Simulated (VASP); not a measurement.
The system is B5Pt.

```xyz
6
Lattice="0.0000 3.0979 3.0979 3.0979 0.0000 3.0979 3.0979 3.0979 0.0000" Properties=species:S:1:pos:R:3 pbc="T T T"
B     0.5114    0.5114    0.5114
B     2.5865    2.5865    0.5114
B     2.5865    0.5114    2.5865
B     0.5114    2.5865    2.5865
B     3.0979    3.0979    3.0979
Pt    1.5489    1.5489    1.5489
```

The cell was built from a structure type or drawn by symmetry, and may not be a known phase.

| Item | Value |
| --- | --- |
| Program | VASP 6.6.1 |
| Task | relaxation of cell and atoms |
| Functional | PBE |
| Potentials or basis | VASP PAW PBE potentials, release 64 (B, Pt) |
| Cutoff | 600 eV |
| k mesh | 6 × 6 × 6 |
| Occupations | gaussian, width 0.1 eV |
| Spin | no spin polarisation |

At the start: pressure 81.7 GPa; volume 9.91 Å³/atom.

How do energy, volume and symmetry change on relaxing?

Over 13 steps the energy falls by 854.0 meV/atom and the volume is 14.12 Å³/atom (+42.5 %); space group F-43m (No. 216, to 0.1 Å) before and after.

The path:
```csv
step,energy change (eV),largest force (eV/Å),pressure (GPa),volume (Å³)
1,0.0000,5.8228,81.72,59.46
2,0.9305,5.6679,-4.21,114.43
3,-0.9246,6.9132,-0.85,99.66
4,-2.1929,7.4926,4.40,89.57
5,-3.2883,6.6884,25.43,73.49
6,-2.4665,2.8534,-13.97,114.76
7,-5.0786,0.0751,-4.12,88.09
8,-5.1017,0.4001,-2.63,86.72
9,-5.1050,0.5992,-1.70,85.94
10,-5.1107,0.3974,2.06,83.27
11,-5.1236,0.0796,0.27,84.45
12,-5.1236,0.0675,0.31,84.42
13,-5.1240,0.0352,-0.05,84.72
```

Final structure:
```xyz
6
Lattice="0.0000 3.4860 3.4860 3.4860 0.0000 3.4860 3.4860 3.4860 0.0000" Properties=species:S:1:pos:R:3 pbc="T T T"
B     0.5968    0.5968    0.5968
B     2.8892    2.8892    0.5968
B     2.8892    0.5968    2.8892
B     0.5968    2.8892    2.8892
B     3.4860    3.4860    3.4860
Pt    1.7430    1.7430    1.7430
```

Caveat: the volume moved by over 15 % at a fixed basis, so the end points are rough.
